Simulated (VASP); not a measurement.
Runs of VASP 6.6.1 on AlN. The structure is that of space group Cm (No. 8), or close to it. The cells are those of the table. 

| cell | gap on the mesh (eV) | pressure (GPa) | largest force (eV/Å) |
| --- | --- | --- | --- |
| a = 3.089, b = 3.089, c = 15.906 Å, angles 74.5, 74.5, 60.0°, 12 atoms | 3.76 | -0.5 | 0.83 |
| a = 3.089, b = 3.089, c = 15.138 Å, angles 88.5, 88.5, 60.0°, 12 atoms | (b) | -0.4 | 1.03 |
| a = 3.089, b = 3.089, c = 15.294 Å, angles 82.7, 82.7, 60.0°, 12 atoms | 3.22 | -0.4 | 1.61 |
| a = 3.089, b = 3.089, c = 15.450 Å, angles 79.9, 79.9, 60.0°, 12 atoms | 3.85 | (a) | 0.74 |
| a = 3.089, b = 3.089, c = 15.190 Å, angles 85.6, 85.6, 60.0°, 12 atoms | 3.14 | (c) | 1.63 |
| a = 3.089, b = 3.089, c = 15.654 Å, angles 77.2, 77.2, 60.0°, 12 atoms | 3.87 | -2.2 | (d) |
| a = 3.089, b = 3.089, c = 15.774 Å, angles 75.8, 75.8, 60.0°, 12 atoms | 3.69 | -1.4 | 1.34 |

Alike in all rows: task single point; level r2SCAN; potentials or basis VASP PAW PBE potentials, release 64 (Al, N); no spin polarisation; k mesh 8 × 8 × 2; cutoff (eV) 520; smearing gaussian 0.05 eV.

Problem. Estimate the missing entries.

Solution. (a) -2.3; (b) 3.68; (c) -0.3; (d) 1.04.

Caveats: the PAW data sets were made with another functional, which shifts forces and pressure a little.

A k mesh can miss the band edges.
